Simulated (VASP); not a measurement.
A run of VASP 6.6.1 is set up as follows.

Contents of INCAR:

```
  PREC = Accurate
  ENCUT = 520
  EDIFF = 1E-6
  ISMEAR = -1
  SIGMA = 0.02
  LREAL = Auto
  LASPH = True
  NELM = 100
  ALGO = Normal
  ISIF = 2
  LWAVE = False
  LCHARG = False
  NBANDS = 160
```

KPOINTS

```
Automatic mesh
0
Gamma
  1 1 1
```

File POSCAR:

```
Si17O32
1.0
   -9.0162770000      0.0000000000      0.0000000000
    0.0000000000    -10.2546200000      0.0000000000
    0.0000000000      0.0000000000      8.9926990000
Si O
17 32
Direct
    0.3205979586      0.6172827467      0.9131296399
    0.1907771911      0.6205885737      0.6096945978
    0.3046933895      0.3502616382      0.0767066706
    0.1594782414      0.3709449984      0.3976892810
    0.6700326532      0.6271124625      0.9088706294
    0.6582317735      0.3622464801      0.0669987954
    0.8428756126      0.6371469640      0.6066921622
    0.8019496295      0.3878544500      0.4211305193
    0.8313187361      0.1004912908      0.9014646215
    0.6718959500      0.1486646994      0.5878768988
    0.7871652568      0.8466037747      0.0829005841
    0.7002003155      0.8770388371      0.4352642071
    0.1636928413      0.1316089723      0.8782457858
    0.2376701603      0.8779945039      0.0936092713
    0.3050150300      0.1273962370      0.5756892341
    0.3643854331      0.8473741592      0.4410800361
    0.9928599132      0.7454103614      0.1970042587
    0.7194876555      0.5132710915      0.0140336066
    0.7141972235      0.3550887307      0.2579537022
    0.7846475879      0.5106771387      0.5299743714
   -0.0168473085      0.3819449185      0.3770503160
    0.2320248147      0.3489744135      0.2337118144
    0.7637853185      0.6257667276      0.7639085885
    0.2749582782      0.5027685082      0.0390427835
    0.2107632674      0.5834735953      0.7774417892
    0.2488610321      0.2665432751     -0.0639518792
   -0.0101594039      0.1563295373      0.8907670545
    0.0170247653      0.6385414574      0.5965172414
    0.0845914561      0.8763464663      0.1866736560
    0.2163420667      0.4926852482      0.5004504209
    0.2692907505      0.7579120435     -0.0116538983
    0.2193588329      0.2366835631      0.4820799629
    0.2614715586      0.7328209139      0.5043202269
    0.1843776539      0.0212099522     -0.0030135558
    0.3399851180      0.8939287853      0.2469558917
    0.3249345600     -0.0066701643      0.4870840223
    0.5333132511      0.8036182716      0.4732283378
    0.7398951918      0.8541515922      0.2566971273
    0.1940046873      0.0941429326      0.7068511912
    0.8042676595     -0.0133500803      0.0148120158
    0.7514298862      0.0856101933      0.7482403225
    0.6398538998      0.7682000893     -0.0115649373
    0.4824164120      0.6003537918      0.8520022743
    0.4873962945      0.1766423329      0.6081711397
    0.4844349835      0.3459026273      0.0722586178
    0.7244897201      0.0202640371      0.4889855648
    0.7241126243      0.2069603749     -0.0073281670
    0.7857677842      0.7636362927      0.5392040810
    0.7713715983      0.2673721698      0.5232022110
```

Potentials or basis: VASP PAW LDA potentials, release 64 (Si, O).

The run is started by

```sh
$ cat potpaw_LDA.64/Si/POTCAR potpaw_LDA.64/O/POTCAR > POTCAR
$ mpirun -np 1 vasp_gam > vasp.out
```

Problem. Estimate the band gap on the k mesh.

Solution. 1.85 eV.

Problem. What does it give for the pressure?

Solution. -2.8 GPa.

Forces on the atoms (eV/Å):
```
Si   1.234  1.866  2.713
Si   1.093  1.939 -3.846
Si  -0.951 -2.392 -1.772
Si  -0.513  0.471  0.955
Si   4.476 -1.744 -0.645
Si  -3.203  2.637  2.435
Si  -0.762  0.706  0.774
Si  -1.861 -0.162 -3.832
Si   3.390 -2.993  1.852
Si  -0.244  1.555  2.056
Si   1.287  2.792 -1.255
Si   0.922  4.480  0.090
Si  -0.251 -1.581  0.791
Si  -0.148 -3.815  2.001
Si  -2.210 -1.030 -1.599
Si   0.069 -1.141 -3.739
Si   1.686  2.512  0.323
O    0.382  3.682  1.380
O   -0.093 -1.233 -0.478
O    1.232  1.759 -2.150
O    0.948  0.188  0.379
O    0.614  0.776  1.764
O   -0.906 -0.172  0.585
O   -0.301 -2.299 -1.740
O   -0.805 -0.823  0.526
O    0.677  1.659 -0.305
O   -1.206 -0.850 -0.587
O    0.484 -0.637  0.628
O    0.191 -0.698 -0.285
O   -0.449  0.594 -0.228
O   -0.506  0.735 -0.959
O    0.102 -0.677 -0.187
O   -0.375 -0.826  0.836
O   -2.701  3.799  1.662
O   -0.912  1.697  0.153
O    0.018 -0.018  1.040
O   -0.494 -1.850 -0.934
O    0.633 -0.716  2.589
O   -0.549 -0.107  1.739
O   -0.402  0.598 -0.144
O    1.752 -0.834 -3.454
O   -2.169 -0.402  0.888
O   -3.169 -0.408  0.463
O   -0.586  0.885 -0.388
O    0.043  0.403  0.071
O    0.997 -1.249 -0.256
O    0.874 -4.599  1.050
O    0.952 -4.823 -2.788
O    1.709  2.346  1.833
```

Caveat: the k points lie up to 0.70 Å⁻¹ apart.
